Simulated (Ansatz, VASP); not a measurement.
# Te: VASP beside Ansatz

```
CELL_PARAMETERS angstrom
-2.38688 2.38688 1.27088
2.38688 -2.38688 1.27088
2.38688 2.38688 -1.27088
ATOMIC_POSITIONS crystal
Te 0.62500 0.87500 0.75000
Te 0.37500 0.12500 0.25000
```

Change from the starting cell: volume scaled by 0.45, LAPW.

Alike in both runs: task single point; functional PBE; k mesh 15 × 15 × 15; occupations fermi-dirac, width 0.08 eV; no spin polarisation.

```csv
,VASP,Ansatz
version,VASP 6.6.1,Ansatz 0.2.0
potentials or method,"VASP PAW PBE potentials, release 64 (Te), cutoff 520 eV","all-electron LAPW, scalar-relativistic"
```

|  | VASP | Ansatz | Ansatz less VASP |
| --- | --- | --- | --- |
| pressure (GPa) | 216.2 | 212.9 | -3.33 |
| traceless stress, the component that is largest in VASP (GPa) | -0.18 | -0.26 | -0.074 |

Both programs put the cell under a high pressure, so it lies far from rest at this level. Ansatz ran all-electron here, and VASP with PAW potentials.

Spin-orbit coupling is off throughout. Noted on VASP's run: the cell as given lies far from equilibrium.
